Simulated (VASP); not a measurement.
Be: single point with RPBE

Be:

```
CELL_PARAMETERS angstrom
2.10008 0.00000 0.00000
0.00000 2.10008 0.00000
0.00000 0.00000 2.10008
ATOMIC_POSITIONS crystal
Be 0.00000 0.00000 0.00000
```

This cell differs from its parent crystal: volume scaled by 0.88.

```
Program                : VASP 6.6.1
Task                   : single point
Functional             : RPBE
Potentials or basis    : VASP PAW PBE potentials, release 64 (Be)
Cutoff                 : 520 eV
k mesh                 : 16 × 16 × 16
Occupations            : fermi-dirac, width 0.1 eV
Spin                   : no spin polarisation
Dipole correction      : no
Further INCAR settings : ALGO = Normal; EDIFF = 1e-06; NBANDS = 7
```

- Pressure: 11.7 GPa
- Band gap on the k mesh: zero (band 1 reaches 11.52 eV, above the bottom of band 2 at 3.98 eV)

Levels at points of the mesh, in eV from the Fermi level:
| k point | band 1 | band 2 | band 3 | band 4 | band 5 |
| --- | --- | --- | --- | --- | --- |
| (0.00, 0.00, 0.00) | -10.32 | 14.68 | 14.68 | 14.68 | 20.26 |
| (0.50, 0.00, 0.00) | -5.15 | -1.69 | 18.78 | 18.78 | 26.43 |
| (0.50, 0.50, 0.00) | 0.69 | 0.69 | 6.74 | 8.12 | 22.16 |
| (0.50, 0.50, 0.50) | 5.85 | 5.85 | 5.85 | 13.80 | 13.80 |

It took 3 s on 1 thread of Intel(R) Xeon(R) Platinum 8488C (Sapphire Rapids) (shared host), peak memory 0.11 GiB.

Caveat: the PAW data sets were made with another functional, which shifts forces and pressure a little.
